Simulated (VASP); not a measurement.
Here is a VASP 6.6.1 calculation.

Contents of INCAR:

```
  PREC = Accurate
  ENCUT = 600
  EDIFF = 1E-6
  ISMEAR = 0
  SIGMA = 0.1
  LREAL = False
  LASPH = True
  NELM = 120
  ALGO = Normal
  ISIF = 2
  LWAVE = False
  LCHARG = False
  GGA = PE
  NBANDS = 25
  GGA_COMPAT = False
```

KPOINTS

```
regular mesh
0
Gamma
  6 6 4
```

File POSCAR:

```
CuO
1.0
    2.3418500000     -1.7113000000      0.0000000000
    2.3418500000      1.7113000000      0.0000000000
   -0.8500274268      0.0000000000      5.0578693947
Cu O
2 2
Direct
    0.0000000000      0.5000000000      0.0000000000
    0.5000000000      0.0000000000      0.5000000000
    0.5816000000      0.4184000000      0.2500000000
    0.4184000000      0.5816000000      0.7500000000
```

Potentials or basis: VASP PAW PBE potentials, release 64 (Cu, O).

The run is started by

```bash
$ cat potpaw_PBE.64/Cu/POTCAR potpaw_PBE.64/O/POTCAR > POTCAR
$ mpirun -np 1 vasp_std > vasp.out
```

(1) Predict the largest force.

(2) What does it give for the band gap on the k mesh?

(3) What does it give for the pressure?

Results:

(1) 0.246 eV/Å.

(2) zero (bands 17 and 18 overlap by 0.66 eV).

(3) 6.4 GPa.

Caveat: the k points lie up to 0.38 Å⁻¹ apart, too coarse for converged energies and pressures of a metal; semilocal functionals often make such compounds metallic where correlation or magnetic order opens a gap, which also shifts bond lengths.
